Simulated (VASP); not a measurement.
Input of a VASP 6.6.1 run:

File INCAR:

```
SYSTEM = SiC
PREC = Accurate
ENCUT = 600
EDIFF = 1E-6
ISMEAR = 0
SIGMA = 0.01
LREAL = .FALSE.
LASPH = .TRUE.
NELM = 120
ALGO = Normal
ISIF = 2
LWAVE = .FALSE.
LCHARG = .TRUE.
GGA = PS
LELF = .TRUE.
LVHAR = .TRUE.
NBANDS = 11
GGA_COMPAT = .FALSE.
```

KPOINTS

```
Automatic mesh
0
G
  6 6 6
  0 0 0
```

File POSCAR:

```
SiC
1.0
    0.0267064733      2.1724602037      2.1724602037
    2.1724602037      0.0267064733      2.1724602037
    2.1724602037      2.1724602037      0.0267064733
Si C
1 1
Direct
    0.0006787707      0.0006787707      0.0006787707
    0.2493212293      0.2493212293      0.2493212293
```

Potentials or basis: VASP PAW PBE potentials, release 64 (Si, C).

The run is started by

```sh
$ cat potpaw_PBE.64/Si/POTCAR potpaw_PBE.64/C/POTCAR > POTCAR
$ mpirun -np 1 vasp_std > vasp.out
```

(1) Predict the largest force.

(2) What does it give for the band gap on the k mesh?

Answers

(1) 0.004 eV/Å.

(2) 1.12 eV (least direct gap 4.34 eV).

Caveat: the k points lie up to 0.42 Å⁻¹ apart; the PAW data sets were made with another functional, which shifts forces and pressure a little.
